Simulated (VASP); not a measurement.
# BN (P6_3mc) in VASP: further runs

Runs on BN. Level: PBE. Tasks: single point.

All numbers are computed with VASP 6.6.1; they aren't measurements. Logs are shortened: lines on timing, memory, paths and dates and some standing lists are left out, and cuts for length are marked.

**1. The cell of the first run**

Symmetry: P6_3mc, No. 186, hexagonal system. Conventional cell: a = 2.758 Å, b = 2.758 Å, c = 4.058 Å, α = 90.00°, β = 90.00°, γ = 120.00°. Within 2.0 Å of B (site symmetry 3m) lie 4 N at 1.52 to 1.67 Å. Within 2.0 Å of N (site symmetry 3m) lie 4 B at 1.52 to 1.67 Å.

**2. Single point, PBE (strain +0.080 along x and y, -0.040 along z)**

INCAR

```
PREC = Accurate
ENCUT = 520
EDIFF = 1E-7
ISMEAR = 0
SIGMA = 0.05
LREAL = False
LASPH = True
NELM = 80
ALGO = Normal
ISIF = 2
LWAVE = False
LCHARG = False
GGA = PE
NBANDS = 16
```

KPOINTS

```
Automatic mesh
0
Gamma
  12 12 6
```

POSCAR

```
BN
1.0
    2.7582547698      0.0000000000      0.0000000000
   -1.3791273849      2.3887187008      0.0000000000
    0.0000000000      0.0000000000      4.0577808000
B N
2 2
Direct
    0.6666666667      0.3333333333      0.9997240000
    0.3333333333      0.6666666667      0.4997240000
    0.6666666667      0.3333333333      0.6252760000
    0.3333333333      0.6666666667      0.1252760000
```

Potentials or basis: VASP PAW PBE potentials, release 64 (B, N).

Launch:

```console
$ cat potpaw_PBE.64/B/POTCAR potpaw_PBE.64/N/POTCAR > POTCAR
$ mpirun -np 1 vasp_std > vasp.out
```

OUTCAR:

```text
PREC = Accurate
   ENCUT = 520
   EDIFF = 1E-7
   ISMEAR = 0
   LREAL = False
   LASPH = True
   NELM = 80
   ISIF = 2
   GGA = PE

 ion  position               nearest neighbor table
   1  0.667  0.333  1.000-   3 1.52   4 1.67   4 1.67   4 1.67
   2  0.333  0.667  0.500-   4 1.52   3 1.67   3 1.67   3 1.67
   3  0.667  0.333  0.625-   1 1.52   2 1.67   2 1.67   2 1.67
   4  0.333  0.667  0.125-   2 1.52   1 1.67   1 1.67   1 1.67

  LATTYP: Found a hexagonal cell.
 ALAT       =     2.7582547698
 C/A-ratio  =     1.4711406808

  Lattice vectors:

 A1 = (   2.7582547698,   0.0000000000,   0.0000000000)
 A2 = (  -1.3791273849,   2.3887187008,   0.0000000000)
 A3 = (   0.0000000000,   0.0000000000,   4.0577808000)

Analysis of symmetry for initial positions (statically):
=====================================================================
 Subroutine PRICEL returns:
 Original cell was already a primitive cell.

 Routine SETGRP: Setting up the symmetry group for a
 hexagonal supercell.

 Subroutine GETGRP returns: Found 12 space group operations
 (whereof  6 operations were pure point group operations)
 out of a pool of 24 trial point group operations.

The static configuration has the point symmetry C_3v.
 The point group associated with its full space group is C_6v.

Analysis of symmetry for dynamics (positions and initial velocities):
=====================================================================
 Subroutine PRICEL returns:
 Original cell was already a primitive cell.

 Routine SETGRP: Setting up the symmetry group for a
 hexagonal supercell.

 Subroutine GETGRP returns: Found 12 space group operations
 (whereof  6 operations were pure point group operations)
 out of a pool of 24 trial point group operations.

The dynamic configuration has the point symmetry C_3v.
 The point group associated with its full space group is C_6v.

 Subroutine INISYM returns: Found 12 space group operations
 (whereof  6 operations are pure point group operations),
 and found     1 'primitive' translations

----------------------------------------------------------------------------------------

                                     Primitive cell

  volume of cell :      26.7355

  direct lattice vectors                    reciprocal lattice vectors
     2.758254770  0.000000000  0.000000000     0.362548091  0.209317238  0.000000000
    -1.379127385  2.388718701  0.000000000     0.000000000  0.418634475  0.000000000
     0.000000000  0.000000000  4.057780800     0.000000000  0.000000000  0.246440123

  length of vectors
     2.758254770  2.758254770  4.057780800     0.418634475  0.418634475  0.246440123

  position of ions in fractional coordinates (direct lattice)
     0.666666667  0.333333333  0.999724000
     0.333333333  0.666666667  0.499724000
     0.666666667  0.333333333  0.625276000
     0.333333333  0.666666667  0.125276000

  ion indices of the primitive-cell ions
   primitive index   ion index
                 1           1
                 2           2
                 3           3
                 4           4

----------------------------------------------------------------------------------------

 KPOINTS: Automatic mesh

Automatic generation of k-mesh.
 Grid dimensions read from file:
 generate k-points for:   12   12    6

 Generating k-lattice:

  Cartesian coordinates                     Fractional coordinates (reciprocal lattice)
     0.030212341  0.017443103  0.000000000     0.083333333 -0.000000000  0.000000000
     0.000000000  0.034886206  0.000000000     0.000000000  0.083333333  0.000000000
     0.000000000  0.000000000  0.041073354     0.000000000  0.000000000  0.166666667

  Length of vectors
     0.034886206  0.034886206  0.041073354

  Shift w.r.t. Gamma in fractional coordinates (k-lattice)
     0.000000000  0.000000000  0.000000000

 Subroutine IBZKPT returns following result:
 ===========================================

 Found     76 irreducible k-points:

 Following reciprocal coordinates:
            Coordinates               Weight
  0.000000  0.000000  0.000000      1.000000
  0.083333  0.000000  0.000000      6.000000
  0.166667  0.000000  0.000000      6.000000
  0.250000  0.000000  0.000000      6.000000
  0.333333  0.000000  0.000000      6.000000
  0.416667  0.000000  0.000000      6.000000
[... 16 lines left out ...]
  0.250000  0.000000  0.166667     12.000000
  0.333333  0.000000  0.166667     12.000000
 [... further k-points ...]
   k-points           NKPTS =     76   k-points in BZ     NKDIM =     76   number of bands    NBANDS=     16
   number of dos      NEDOS =    301   number of ions     NIONS =      4
   total plane-waves  NPLWV =  17280
   dimension x,y,z NGX =    24 NGY =   24 NGZ =   30
   dimension x,y,z NGXF=    48 NGYF=   48 NGZF=   60
   ions per type =               2   2
   NGX,Y,Z   is equivalent  to a cutoff of  14.47, 14.47, 12.29 a.u.
   NGXF,Y,Z  is equivalent  to a cutoff of  28.93, 28.93, 24.58 a.u.
 SYSTEM =  unknown system
   PREC   = accura    normal or accurate (medium, high low for compatibility)
   ISTART =      0    job   : 0-new  1-cont  2-samecut
   ICHARG =      2    charge: 1-file 2-atom 10-const
   ISPIN  =      1    spin polarized calculation?
   LNONCOLLINEAR =      F non collinear calculations
   LSORBIT =      F    spin-orbit coupling
   LASPH  =      T    aspherical Exc in radial PAW
   ENCUT  =  520.0 eV  38.22 Ry    6.18 a.u.   5.13  5.13  7.54*2*pi/ulx,y,z
   NELM   =     80;   NELMIN=  2; NELMDL= -5     # of ELM steps
   EDIFF  = 0.1E-06   stopping-criterion for ELM
   LREAL  =      F    real-space projection
   EDIFFG = 0.1E-05   stopping-criterion for IOM
   NSW    =      0    number of steps for IOM
   IBRION =     -1    ionic relax: 0-MD 1-quasi-New 2-CG
   NFREE  =      0    steps in history (QN), initial steepest desc. (CG)
   ISIF   =      2    stress and relaxation
   ISYM   =      2    0-nonsym 1-usesym 2-fastsym
   POTIM  = 0.5000    time-step for ionic-motion
   TEBEG  =    0.0;   TEEND  =   0.0 temperature during run
   PSTRESS=    0.0 pullay stress
   NELECT =      16.0000    total number of electrons
   NUPDOWN=      -1.0000    fix difference up-down
   EMIN   =  10.00;   EMAX   =-10.00  energy-range for DOS
   EFERMI =   0.00;   METHOD = LEGACY
   ISMEAR =     0;   SIGMA  =   0.05  broadening in eV -4-tet -1-fermi 0-gaus
   EFERMI_NEDOS =   21; number of points for ismear=-14 and -15
   IALGO  =     38    algorithm
   IMIX   =      4    mixing-type and parameters
     AMIX     =   0.40;   BMIX     =  1.00
     AMIX_MAG =   1.60;   BMIX_MAG =  1.00
  volume/ion in A,a.u.               =       6.68        45.10
  Fermi-wavevector in a.u.,A,eV,Ry     =   1.379597  2.607060 25.895795  1.903287
  Thomas-Fermi vector in A             =   2.504552
   LORBIT       =      0    0 simple, 1 ext, 2 COOP (PROOUT), +10 PAW based schemes
   GGA     = PE    functional components
   LHFCALC =     F    Hartree Fock is set to
   AEXX    =    0.0000 exact exchange contribution
   IVDW    =     0    specifies the selected vdW correction
   LEPSILON=     F    determine dielectric tensor
   LRPA    =     F    only Hartree local field effects (RPA)
 non-spin polarized calculation
 Gauss-broadening in eV      SIGMA  =   0.05
  energy-cutoff  :      520.00
  volume of cell :       26.74
 maximum number of plane-waves:       739
 NGX is ok and might be reduce to    24
   NGX = 11   NGY = 11   NGZ = 15

 number of electron      16.0000003 magnetization

 Free energy of the ion-electron system (eV)
  ---------------------------------------------------
  ext. energy  EPLUGINS =         0.00000000
  ---------------------------------------------------
  free energy    TOTEN  =       -33.95054237 eV

  energy without entropy =      -33.95054237  energy(sigma->0) =      -33.95054237

 E-fermi :   6.3723     XC(G=0): -12.1935

 val. band max:        6.1220498730   @ k =   0.0000   0.0000   0.0000
 cond. band min:      11.1985011940   @ k =   0.5000   0.0000   0.0000
 fundamental gap:      5.0764513210
 Fermi energy:         6.3722535024

 k-point     1 :       0.0000    0.0000    0.0000
  band No.  band energies     occupation
      1     -13.0038      2.00000
      2      -8.4896      2.00000
      3      -3.4506      2.00000
      4       3.3774      2.00000
      5       3.3774      2.00000
      6       5.7725      2.00000
[... 8 lines left out ...]
     15      17.6214      0.00000
     16      22.1256      0.00000

 k-point     2 :       0.0833    0.0000    0.0000
  band No.  band energies     occupation
      1     -12.8798      2.00000
      2      -8.4171      2.00000
      3      -3.3306      2.00000
      4       2.7897      2.00000
      5       3.1523      2.00000
      6       5.4020      2.00000
[... 8 lines left out ...]
     15      17.7387      0.00000
     16      21.8903      0.00000

 k-point     3 :       0.1667    0.0000    0.0000
  band No.  band energies     occupation
      1     -12.5132      2.00000
      2      -8.2218      2.00000
      3      -2.9757      2.00000
      4       1.4214      2.00000
      5       2.6191      2.00000
      6       4.3045      2.00000
[... 8 lines left out ...]
     15      18.3107      0.00000
     16      21.1124      0.00000

 k-point     4 :       0.2500    0.0000    0.0000
  band No.  band energies     occupation
      1     -11.9218      2.00000
      2      -7.9814      2.00000
      3      -2.4036      2.00000
      4      -0.1172      2.00000
      5       2.0167      2.00000
      6       2.9041      2.00000
[... 8 lines left out ...]
     15      19.5365      0.00000
     16      20.5939      0.00000
[... 324 lines left out ...]
 k-point    22 :       0.1667    0.0000    0.1667
  band No.  band energies     occupation
      1     -12.3393      2.00000
      2      -8.7988      2.00000
      3      -2.2026      2.00000
      4       1.6332      2.00000
      5       2.7783      2.00000
      6       3.6680      2.00000
[... 8 lines left out ...]
     15      17.9373      0.00000
     16      21.1838      0.00000

 k-point    23 :       0.2500    0.0000    0.1667
  band No.  band energies     occupation
      1     -11.7544      2.00000
      2      -8.4666      2.00000
      3      -1.9314      2.00000
      4       0.2842      2.00000
      5       2.1835      2.00000
      6       2.2419      2.00000
[... 8 lines left out ...]
     15      19.1710      0.00000
     16      20.9518      0.00000

 k-point    24 :       0.3333    0.0000    0.1667
  band No.  band energies     occupation
      1     -10.9924      2.00000
      2      -8.1940      2.00000
      3      -2.1455      2.00000
      4      -0.2426      2.00000
      5       0.8614      2.00000
      6       1.6785      2.00000
[... 8 lines left out ...]
     15      20.3872      0.00000
     16      21.3177      0.00000

 [... further k-points ...]
[... 5 lines left out ...]
  --------------------------------------------------------------------------------------
  -------------------------------------------------------------------------------------
  Total       -9.5446201     -9.5446201      5.0872963      0.0000000      0.0000000      0.0000000
  in kB     -571.9805485   -571.9805485    304.8664591      0.0000000      0.0000000      0.0000000
  external PRESSURE =    -279.6982126 kB  Pullay stress =       0.0000000 kB

 VOLUME and BASIS-vectors are now :
 -----------------------------------------------------------------------------
  energy-cutoff  :      520.00
  volume of cell :       26.74
      direct lattice vectors                 reciprocal lattice vectors
     2.758254770  0.000000000  0.000000000     0.362548091  0.209317238  0.000000000
    -1.379127385  2.388718701  0.000000000     0.000000000  0.418634475  0.000000000
     0.000000000  0.000000000  4.057780800     0.000000000  0.000000000  0.246440123

 POSITION                                       TOTAL-FORCE (eV/Angst)
 -----------------------------------------------------------------------------------
      1.37913      0.79624      4.05666         0.000000      0.000000      0.174278
     -0.00000      1.59248      2.02777         0.000000      0.000000      0.174278
      1.37913      0.79624      2.53723         0.000000     -0.000000     -0.174278
     -0.00000      1.59248      0.50834        -0.000000      0.000000     -0.174278
 -----------------------------------------------------------------------------------
    total drift:                                0.000000      0.000000     -0.000138

  FREE ENERGIE OF THE ION-ELECTRON SYSTEM (eV)
  ---------------------------------------------------
  free  energy   TOTEN  =       -33.9505423715 eV

  energy  without entropy=      -33.9505423715  energy(sigma->0) =      -33.95054237
```

It took 52 s on 1 thread of Intel Xeon 8259CL, shared host; peak memory 0.15 GiB.

What came out:

| Quantity | Value |
| --- | --- |
| Free energy | -33.9505 eV |
| Pressure | -28.0 GPa |
| Largest force | 0.174 eV/Å |
| Band gap on the k mesh | 5.08 eV, indirect (least direct gap 5.99 eV) |

Forces on the atoms (eV/Å):
```
B    0.000  0.000  0.174
B    0.000  0.000  0.174
N    0.000  0.000 -0.174
N    0.000  0.000 -0.174
```

Stress tensor (GPa, compression positive):
```
-57.20   0.00   0.00
  0.00 -57.20   0.00
  0.00   0.00  30.49
```

Caveat: the cell differs from its parent crystal (strain +0.080 along x and y, -0.040 along z).

[end of part 1 of 2]
